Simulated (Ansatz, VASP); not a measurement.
# Ta in VASP and in Ansatz

INCAR

```
  PREC = Accurate
  ENCUT = 520
  EDIFF = 1E-7
  ISMEAR = -1
  SIGMA = 0.08
  LREAL = F
  LASPH = T
  NELM = 100
  ALGO = Normal
  ISIF = 2
  LWAVE = F
  LCHARG = T
  GGA = PS
  LELF = T
  LVHAR = T
  NBANDS = 12
```

Contents of KPOINTS:

```
Automatic mesh
0
Gamma
  17 17 17
```

POSCAR

```
Ta
1.0
   -1.6178577021      1.6178577021      1.6178577021
    1.6178577021     -1.6178577021      1.6178577021
    1.6178577021      1.6178577021     -1.6178577021
Ta
1
Direct
    0.0000000000      0.0000000000      0.0000000000
```

Input for Ansatz:

```yaml
crystal:
  lattice:
    - [-1.6178577021, 1.6178577021, 1.6178577021]
    - [1.6178577021, -1.6178577021, 1.6178577021]
    - [1.6178577021, 1.6178577021, -1.6178577021]
  atoms:
    - { symbol: Ta, position: [0.0, 0.0, 0.0] }
kpoints:
  mp_grid: { grid: [17, 17, 17] }
scf:
  occupations: { method: fermi_dirac, width: 0.08 }
hamiltonian:
  xc: pbesol
  pseudopotentials: { kind: all_electron, lapw: { basis_error: 0.0005 } }
output:
  forces: true
  stress: true
  eigenvalues: true
```

Change from the starting cell: volume scaled by 0.9405.

Alike in both runs: task single point; functional PBEsol; k mesh 17 × 17 × 17; occupations fermi-dirac, width 0.08 eV; no spin polarisation.

|  | VASP | Ansatz |
| --- | --- | --- |
| version | VASP 6.6.1 | Ansatz 0.2.0 |
| potentials or method | VASP PAW PBE potentials, release 64 (Ta_pv), cutoff 520 eV | all-electron LAPW, scalar-relativistic |

VASP gave:

```
pressure (GPa) : 10.0
```

Problem. Estimate Ansatz's values.

Solution. Pressure (GPa): 9.4.

VASP's potentials were made for PBE, not for PBEsol. Ansatz ran all-electron here, and VASP with PAW potentials.

Neither program's run includes spin-orbit coupling.
